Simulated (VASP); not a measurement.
# PbSe (Cmcm) in VASP: notebook, part 2 of 2

VASP 6.6.1. Earlier steps stand in the parts before.

### 3 Single point, PBE

This run uses another cell than the first one, of 28.42 Å³/atom.

File INCAR:

```
  PREC = Accurate
  ENCUT = 520
  EDIFF = 1E-6
  ISMEAR = -1
  SIGMA = 0.02
  LREAL = False
  LASPH = True
  NELM = 60
  ALGO = Normal
  ISIF = 2
  LWAVE = False
  LCHARG = True
  GGA = PE
  LELF = True
  LVHAR = True
  NBANDS = 28
```

File KPOINTS:

```
regular mesh
0
Gamma
  6 6 6
```

File POSCAR:

```
PbSe
1.0
    2.1377037839     -5.9967639064      0.0000000000
    2.1377037839      5.9967639064      0.0000000000
    0.0000000000      0.0000000000      4.4334889037
Pb Se
2 2
Direct
    0.6284359950      0.3715640050      0.7500000000
    0.3715640050      0.6284359950      0.2500000000
    0.8626836362      0.1373163638      0.7500000000
    0.1373163638      0.8626836362      0.2500000000
```

Potentials or basis: VASP PAW PBE potentials, release 64 (Pb_d, Se).

Run with:

```sh
cat potpaw_PBE.64/Pb_d/POTCAR potpaw_PBE.64/Se/POTCAR > POTCAR
mpirun -np 1 vasp_std > vasp.out
```

OUTCAR:

```text
PREC = Accurate
   ENCUT = 520
   EDIFF = 1E-6
   ISMEAR = -1
   LREAL = False
   LASPH = True
   NELM = 60
   ISIF = 2
   GGA = PE

 ion  position               nearest neighbor table
   1  0.628  0.372  0.750-   3 2.81   4 3.08   4 3.08   4 3.08   4 3.08   2 3.80   2 3.80
   2  0.372  0.628  0.250-   4 2.81   3 3.08   3 3.08   3 3.08   3 3.08   1 3.80   1 3.80
   3  0.863  0.137  0.750-   1 2.81   2 3.08   2 3.08   2 3.08   2 3.08
   4  0.137  0.863  0.250-   2 2.81   1 3.08   1 3.08   1 3.08   1 3.08

[... 947 lines left out ...]
  --------------------------------------------------------------------------------------
  -------------------------------------------------------------------------------------
  Total        1.3037754      1.6727429      1.3373670      0.0000000      0.0000000      0.0000000
  in kB       18.3769430     23.5776040     18.8504223      0.0000000      0.0000000      0.0000000
  external PRESSURE =      20.2683231 kB  Pullay stress =       0.0000000 kB

 VOLUME and BASIS-vectors are now :
 -----------------------------------------------------------------------------
  energy-cutoff  :      520.00
  volume of cell :      113.67
      direct lattice vectors                 reciprocal lattice vectors
     2.137703784 -5.996763906  0.000000000     0.233895830 -0.083378303  0.000000000
     2.137703784  5.996763906  0.000000000     0.233895830  0.083378303  0.000000000
     0.000000000  0.000000000  4.433488904     0.000000000  0.000000000  0.225555995

 POSITION                                       TOTAL-FORCE (eV/Angst)
 -----------------------------------------------------------------------------------
      2.13770     -1.54040      3.32512         0.000000      0.097948      0.000000
      2.13770      1.54040      1.10837         0.000000     -0.097948      0.000000
      2.13770     -4.34986      3.32512         0.000000     -0.156776     -0.000000
      2.13770      4.34986      1.10837         0.000000      0.156776     -0.000000
 -----------------------------------------------------------------------------------
    total drift:                                0.000000      0.000000      0.000000

  FREE ENERGIE OF THE ION-ELECTRON SYSTEM (eV)
  ---------------------------------------------------
  free  energy   TOTEN  =       -16.1617290037 eV

  energy  without entropy=      -16.1617290037  energy(sigma->0) =      -16.16172900
```

OSZICAR:

```text
N       E                     dE             d eps       ncg     rms          rms(c)
DAV:   1     0.412090671206E+03    0.41209E+03   -0.18778E+04  2912   0.150E+03
DAV:   2     0.273364848510E+02   -0.38475E+03   -0.37353E+03  2964   0.394E+02
DAV:   3    -0.149815049600E+02   -0.42318E+02   -0.41407E+02  3748   0.149E+02
DAV:   4    -0.167171605758E+02   -0.17357E+01   -0.17306E+01  3460   0.323E+01
DAV:   5    -0.167754316200E+02   -0.58271E-01   -0.58265E-01  3672   0.633E+00    0.401E+00
DAV:   6    -0.161651228084E+02    0.61031E+00   -0.13385E+00  4068   0.753E+00    0.222E+00
DAV:   7    -0.161588540339E+02    0.62688E-02   -0.33355E-01  3568   0.243E+00    0.128E+00
DAV:   8    -0.161645008969E+02   -0.56469E-02   -0.46793E-02  3752   0.189E+00    0.310E-01
DAV:   9    -0.161615343626E+02    0.29665E-02   -0.11000E-02  4060   0.913E-01    0.714E-02
DAV:  10    -0.161617103005E+02   -0.17594E-03   -0.10280E-03  3276   0.148E-01    0.320E-02
DAV:  11    -0.161617293306E+02   -0.19030E-04   -0.96000E-05  4128   0.704E-02    0.958E-03
DAV:  12    -0.161617293575E+02   -0.26895E-07   -0.10577E-05  3252   0.192E-02    0.266E-03
DAV:  13    -0.161617290037E+02    0.35374E-06   -0.14350E-06  1936   0.107E-02
   1 F= -.16161729E+02 E0= -.16161729E+02  d E =-.739449E-12
```

stdout:

```text
POSCAR found type information on POSCAR PbSe
 POSCAR found :  2 types and       4 ions
 scaLAPACK will be used
 LDA part: xc-table for (Slater+PW92), standard interpolation
 POSCAR, INCAR and KPOINTS ok, starting setup
 FFT: planning ... GRIDC
 FFT: planning ... GRID_SOFT
 FFT: planning ... GRID
 WAVECAR not read
 entering main loop
```

Wall time 86 s (1 thread of Intel Xeon 6975P-C (Granite Rapids), shared host); peak memory 0.35 GiB.

What came out:

- Free energy: -16.1617 eV
- Pressure: 2.0 GPa
- Largest force: 0.157 eV/Å
- Band gap on the k mesh: 1.09 eV (least direct gap 1.22 eV)

Forces on the atoms (eV/Å):
```
Pb   0.000  0.098  0.000
Pb   0.000 -0.098  0.000
Se   0.000 -0.157  0.000
Se   0.000  0.157  0.000
```

Stress tensor (GPa, compression positive):
```
1.84 0.00 0.00
0.00 2.36 0.00
0.00 0.00 1.89
```

Caveat: spin-orbit coupling is left out, which moves the levels of the heavy elements.

### 4 Single point, PBE (uniaxial y strain +2.3%)

File INCAR:

```
PREC     = Accurate       # precision mode
ENCUT    = 520            # plane-wave cutoff, eV
EDIFF    = 1E-6           # SCF threshold, eV
ISMEAR   = -1             # smearing method
SIGMA    = 0.02           # smearing width, eV
LREAL    = False          # projectors in reciprocal space
LASPH    = True           # aspherical terms in the spheres
NELM     = 80             # most SCF steps
ALGO     = Normal         # electronic algorithm
ISIF     = 2              # what is computed and relaxed
LWAVE    = False          # write WAVECAR
LCHARG   = False          # write CHGCAR
GGA      = PE             # functional
NBANDS   = 28             # bands
```

KPOINTS is that of step 3.

File POSCAR:

```
PbSe
1.0
    2.1377037839     -6.1346894763      0.0000000000
    2.1377037839      6.1346894763      0.0000000000
    0.0000000000      0.0000000000      4.4334889037
Pb Se
2 2
Direct
    0.6306561972      0.3693438028      0.7500000000
    0.3693438028      0.6306561972      0.2500000000
    0.8605001916      0.1394998084      0.7500000000
    0.1394998084      0.8605001916      0.2500000000
```

Run with:

```sh
cat potpaw_PBE.64/Pb_d/POTCAR potpaw_PBE.64/Se/POTCAR > POTCAR
mpirun -np 1 vasp_std > vasp.out
```

It took 98 s on 1 thread of Intel Xeon 6975P-C (Granite Rapids), shared host; peak memory 0.36 GiB.

Results (log left out):

* Free energy: -16.1785 eV
* Pressure: 1.5 GPa
* Largest force: 0.148 eV/Å
* Band gap on the k mesh: 1.07 eV (least direct gap 1.23 eV)

Forces in eV/Å, atoms in the order of the input:
```
Pb   0.000  0.086  0.000
Pb   0.000 -0.086  0.000
Se   0.000 -0.148  0.000
Se   0.000  0.148  0.000
```

Stress tensor (GPa, compression positive):
```
1.71 0.00 0.00
0.00 1.26 0.00
0.00 0.00 1.57
```

Levels at points of the mesh, in eV from the valence-band top:
```csv
k point,band 18,band 19,band 20,band 21,band 22,band 23
"(0.00, 0.00, 0.00)",-1.55,-1.34,-0.38,4.48,4.49,4.75
"(0.50, 0.00, 0.00)",-0.94,-0.46,-0.24,1.55,1.62,1.86
"(0.50, 0.50, 0.00)",-1.78,-1.10,-0.56,1.10,4.35,4.49
"(0.00, 0.00, 0.50)",-0.87,0.00,0.00,1.59,1.59,2.42
"(0.50, 0.00, 0.50)",-3.10,-1.30,-1.30,3.14,3.14,5.50
"(0.50, 0.50, 0.50)",-0.99,-0.38,-0.38,1.38,1.38,2.87
```

Caveat: the cell differs from its parent crystal (uniaxial y strain +2.3%); spin-orbit coupling is left out, which moves the levels of the heavy elements.

### 5 Single point, PBE (strain +4.0%)

File INCAR:

```
PREC = Accurate ; ENCUT = 520
EDIFF = 1E-6 ; ISMEAR = -1
SIGMA = 0.02 ; LREAL = F
LASPH = T ; NELM = 100
ALGO = Normal ; ISIF = 2
LWAVE = F ; LCHARG = F
GGA = PE ; NBANDS = 28
```

KPOINTS is that of step 4.

File POSCAR:

```
PbSe
1.0
    2.2232119353     -6.2366344627      0.0000000000
    2.2232119353      6.2366344627      0.0000000000
    0.0000000000      0.0000000000      4.6108284599
Pb Se
2 2
Direct
    0.6365998072      0.3634001928      0.7500000000
    0.3634001928      0.6365998072      0.2500000000
    0.8604132727      0.1395867273      0.7500000000
    0.1395867273      0.8604132727      0.2500000000
```

Run with:

```sh
cat potpaw_PBE.64/Pb_d/POTCAR potpaw_PBE.64/Se/POTCAR > POTCAR
mpirun -np 1 vasp_std > vasp.out
```

Wall time 99 s (1 thread of Intel Xeon 6975P-C (Granite Rapids), shared host); peak memory 0.37 GiB.

The run converged. Its results:

```
Free energy            : -16.1388 eV
Pressure               : -1.5 GPa
Largest force          : 0.156 eV/Å
Band gap on the k mesh : 1.41 eV (least direct gap 1.48 eV)
```

Forces on the atoms (eV/Å):
```
Pb   0.000  0.094  0.000
Pb   0.000 -0.094  0.000
Se   0.000 -0.156  0.000
Se   0.000  0.156  0.000
```

Stress tensor (GPa, compression positive):
```
-2.43  0.00  0.00
 0.00  0.53  0.00
 0.00  0.00 -2.68
```

Levels at points of the mesh, in eV from the valence-band top:
```tsv
k point	band 16	band 17	band 18	band 19	band 20	band 21	band 22	band 23	band 24	band 25
(0.00, 0.00, 0.00)	-2.39	-1.79	-1.08	-0.90	-0.25	4.44	4.65	4.74	4.95	5.18
(0.50, 0.00, 0.00)	-1.52	-0.93	-0.69	-0.41	-0.20	1.62	1.81	2.09	2.76	3.00
(0.50, 0.50, 0.00)	-2.07	-1.40	-1.34	-0.70	-0.31	1.52	4.14	4.62	4.64	4.84
(0.00, 0.00, 0.50)	-2.19	-0.63	-0.63	-0.02	-0.02	1.73	1.73	2.51	2.51	4.98
(0.50, 0.00, 0.50)	-3.52	-2.41	-2.41	-0.99	-0.99	3.52	3.52	5.08	5.08	5.83
(0.50, 0.50, 0.50)	-0.77	-0.75	-0.75	-0.26	-0.26	1.46	1.46	2.92	2.92	3.36
```

Caveat: the cell differs from its parent crystal (strain +4.0%); spin-orbit coupling is left out, which moves the levels of the heavy elements.

### 6 Summary

```tsv
cell	gap on the mesh (eV)	pressure (GPa)	largest force (eV/Å)
a = 6.329, b = 6.329, c = 4.433 Å, angles 90.0, 90.0, 140.8°, 4 atoms, atomic positions A	1.06	2.5	0.16
a = 6.366, b = 6.366, c = 4.433 Å, angles 90.0, 90.0, 140.8°, 4 atoms, atomic positions B	1.09	2.0	0.16
a = 6.496, b = 6.496, c = 4.433 Å, angles 90.0, 90.0, 141.6°, 4 atoms, atomic positions C	1.07	1.5	0.15
a = 6.621, b = 6.621, c = 4.611 Å, angles 90.0, 90.0, 140.8°, 4 atoms, atomic positions D	1.41	-1.5	0.16
```

Alike in all rows: task single point; level PBE; potentials or basis VASP PAW PBE potentials, release 64 (Pb_d, Se); no spin polarisation; k mesh 6 × 6 × 6; cutoff (eV) 520; smearing fermi-dirac 0.02 eV.

Caveats: spin-orbit coupling is left out, which moves the levels of the heavy elements.

Absolute energies hang on the potentials; compare differences alone.
